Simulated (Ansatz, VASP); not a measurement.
**One calculation of ZnSnN2, two programs**

INCAR

```
PREC = Accurate ; ENCUT = 520
EDIFF = 1E-7 ; ISMEAR = 0
SIGMA = 0.01 ; LREAL = False
LASPH = True ; NELM = 80
ALGO = Normal ; ISIF = 2
LWAVE = False ; LCHARG = False
NBANDS = 26
```

File KPOINTS:

```
Automatic mesh
0
Gamma
  10 10 10
```

File POSCAR:

```
ZnSnN2
1.0
    1.5836871949      0.9143422282      5.1498172099
   -1.5836871949      0.9143422282      5.1498172099
    0.0000000000     -1.8286844567      5.1498172098
Zn Sn N
1 1 2
Direct
    1.0000000000      0.0000000000      0.0000000000
    0.5000000000      0.5000000000      0.5000000000
    0.2464698245      0.2464698245      0.2464698245
    0.7535301755      0.7535301755      0.7535301755
```

Input for Ansatz:

```yaml
crystal:
  lattice:
    - [1.5836871949, 0.9143422282, 5.1498172099]
    - [-1.5836871949, 0.9143422282, 5.1498172099]
    - [0.0, -1.8286844567, 5.1498172098]
  atoms:
    - { symbol: Zn, position: [1.0, 0.0, 0.0] }
    - { symbol: Sn, position: [0.5, 0.5, 0.5] }
    - { symbol: "N", position: [0.2464698245, 0.2464698245, 0.2464698245] }
    - { symbol: "N", position: [0.7535301755, 0.7535301755, 0.7535301755] }
kpoints:
  mp_grid: { grid: [10, 10, 10] }
  band_path:
    path:
      - [0.0, 0.0, 0.0]
      - [0.5, 0.5, 0.5]
      - [0.812317691, 0.187682309, 0.5]
      - [0.5, -0.187682309, 0.187682309]
      - [0.5, 0.0, 0.0]
      - [0.3438411545, -0.3438411545, 0.0]
      - [0.6561588455, 0.0, 0.3438411545]
      - [0.5, 0.0, 0.5]
      - [-0.005208, 0.195312, -0.200521]
    npoints: 1
hamiltonian:
  xc: lda
scf:
  occupations: { method: fixed }
  n_extra_bands: 5
output:
  forces: true
  stress: true
  eigenvalues: true
```

Alike in both runs: task single point; functional LDA; k mesh 10 × 10 × 10; no spin polarisation.

|  | VASP | Ansatz |
| --- | --- | --- |
| version | VASP 6.6.1 | Ansatz 0.2.0 |
| potentials or method | VASP PAW LDA potentials, release 64 (Zn, Sn_d, N) | plane waves, PAW |
| plane-wave cutoff (eV) | 520 | 420 |
| occupations | gaussian, width 0.01 eV | fixed |
| valence electrons in the cell | 36 | 36 |

Ansatz gave:

```
gap on the k mesh at the Fermi level (eV)                     : 0.60
pressure (GPa)                                                : -5.6
traceless stress, the component that is largest in VASP (GPa) : -0.12
rms of the force components (eV/Å)                            : 0.047
```

Task: Which values does VASP return?

Result: gap on the k mesh at the Fermi level (eV): 0.63; pressure (GPa): -4.9; traceless stress, the component that is largest in VASP (GPa): -0.12; rms of the force components (eV/Å): 0.047.

LDA's correlation is that of Perdew and Zunger in VASP and of Perdew and Wang (1992) in Ansatz. Atom by atom the forces differ by 0.000 eV/Å (rms over components).
